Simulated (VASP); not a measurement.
Input of a VASP 6.6.1 run:

The input INCAR:

```
PREC     = Accurate       # precision mode
ENCUT    = 500            # plane-wave cutoff, eV
EDIFF    = 1E-6           # SCF threshold, eV
ISMEAR   = 0              # smearing method
SIGMA    = 0.01           # smearing width, eV
LREAL    = F              # projectors in reciprocal space
LASPH    = T              # aspherical terms in the spheres
NELM     = 120            # most SCF steps
ALGO     = Normal         # electronic algorithm
ISIF     = 2              # what is computed and relaxed
LWAVE    = F              # write WAVECAR
LCHARG   = T              # write CHGCAR
GGA      = PE             # functional
LELF     = T              # ELF
LVHAR    = T            
NBANDS   = 16             # bands
GGA_COMPAT= F
```

File KPOINTS:

```
regular mesh
0
Gamma
  4 4 4
```

The input POSCAR:

```
GaAs
1.0
    0.0000000000      2.6704741800      2.6704741800
    2.6704741800      0.0000000000      2.6704741800
    2.6704741800      2.6704741800      0.0000000000
Ga As
1 1
Direct
    0.0000000000      0.0000000000      0.0000000000
    0.2500000000      0.2500000000      0.2500000000
```

Potentials or basis: VASP PAW PBE potentials, release 64 (Ga_d, As).

Command:

```console
$ cat potpaw_PBE.64/Ga_d/POTCAR potpaw_PBE.64/As/POTCAR > POTCAR
$ mpirun -np 1 vasp_std > vasp.out
```

**Question.** What does it give for the band gap on the k mesh?

**Answer.** 1.06 eV, indirect (least direct gap 1.87 eV).

**Question.** What does it give for the pressure?

**Answer.** 23.1 GPa.

Caveat: the k points lie up to 0.51 Å⁻¹ apart. A k mesh can miss the band edges.
